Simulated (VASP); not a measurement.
Input of a VASP 6.6.1 run:

Contents of INCAR:

```
SYSTEM = MnCuAs
ALGO     = Normal         ! electronic algorithm
EDIFF    = 1E-7           ! SCF threshold, eV
ENCUT    = 520            ! plane-wave cutoff, eV
GGA      = PE             ! functional
ISIF     = 2              ! what is computed and relaxed
ISMEAR   = 0              ! smearing method
ISPIN    = 2              ! spin polarisation
LASPH    = .TRUE.         ! aspherical terms in the spheres
LCHARG   = .FALSE.        ! write CHGCAR
LMAXMIX  = 4              ! l up to which the mixer works
LORBIT   = 11             ! projections on sites
LREAL    = .FALSE.        ! projectors in reciprocal space
LWAVE    = .FALSE.        ! write WAVECAR
MAGMOM   = 3.71 -3.71 0 0 0 0 ! initial moments
NBANDS   = 42             ! bands
NELM     = 150            ! most SCF steps
PREC     = Accurate       ! precision mode
SIGMA    = 0.1            ! smearing width, eV
```

The input KPOINTS:

```
k-points
0
G
  6 6 4
  0 0 0
```

POSCAR

```
MnCuAs
1.0
    3.6994910000      0.0000000000      0.0000000000
    0.0000000000      3.6994910000      0.0000000000
    0.0000000000      0.0000000000      6.4084220000
Mn Cu As
2 2 2
Direct
    0.0000000000      0.5000000000      0.1640200000
    0.5000000000      0.0000000000      0.8359800000
    0.0000000000      0.0000000000      0.5000000000
    0.5000000000      0.5000000000      0.5000000000
    0.0000000000      0.5000000000      0.7762460000
    0.5000000000      0.0000000000      0.2237540000
```

Potentials or basis: VASP PAW PBE potentials, release 64 (Mn_pv, Cu, As).

Run with:

```sh
$ cat potpaw_PBE.64/Mn_pv/POTCAR potpaw_PBE.64/Cu/POTCAR potpaw_PBE.64/As/POTCAR > POTCAR
$ mpirun -np 1 vasp_std > vasp.out
```

(1) What does it give for the band gap on the k mesh?

(2) Estimate the largest force.

## Answers

(1) zero (filled and empty bands overlap).

(2) 0.442 eV/Å.
